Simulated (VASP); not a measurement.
Write the native input for VASP 6.6.1 that does the following.

| Property | Result |
| --- | --- |
| Task | single point |
| Functional | RPBE |
| Potentials or basis | VASP PAW PBE potentials, release 64 (Si) |
| Cutoff | 520 eV |
| k mesh | 15 × 15 × 4 |
| Occupations | fermi-dirac, width 0.1 eV |
| Spin | no spin polarisation |
| Dipole correction | no |
| Further INCAR settings | ALGO = Normal; EDIFF = 1e-07; NBANDS = 16 |

The structure of Si lies in POSCAR:

```
Si
1.0
    2.8355734109      0.0000000000      0.0000000000
   -1.4177867054      2.4556786081      0.0000000000
    0.0000000000      0.0000000000      9.4058571899
Si
4
Direct
    0.0000000000      0.0000000000      0.0000000000
    0.0000000000      0.0000000000      0.5000000000
    0.3333333333      0.6666666667      0.2500000000
    0.6666666667      0.3333333333      0.7500000000
```

This isn't the form of Si at room conditions, which is diamond.

The input as run:

INCAR

```
PREC = Accurate
ENCUT = 520
EDIFF = 1E-7
ISMEAR = -1
SIGMA = 0.1
LREAL = F
LASPH = T
NELM = 100
ALGO = Normal
ISIF = 2
LWAVE = F
LCHARG = T
GGA = RP
LELF = T
LVHAR = T
NBANDS = 16
```

KPOINTS

```
Automatic mesh
0
Gamma
  15 15 4
```

Potentials or basis: VASP PAW PBE potentials, release 64 (Si).

The run is started by

```bash
$ cat potpaw_PBE.64/Si/POTCAR > POTCAR
$ mpirun -np 1 vasp_std > vasp.out
```

It gave:

| Property | Result |
| --- | --- |
| Pressure | -7.6 GPa |
| Band gap on the k mesh | zero (bands 8 and 9 overlap by 11.16 eV) |

Caveat: the cell stands under tension; the PAW data sets were made with another functional, which shifts forces and pressure a little.

Run time: 61 s on 1 thread of Intel(R) Xeon(R) Platinum 8375C CPU @ 2.90GHz (Ice Lake), with other jobs on the host, peak memory 0.21 GiB.
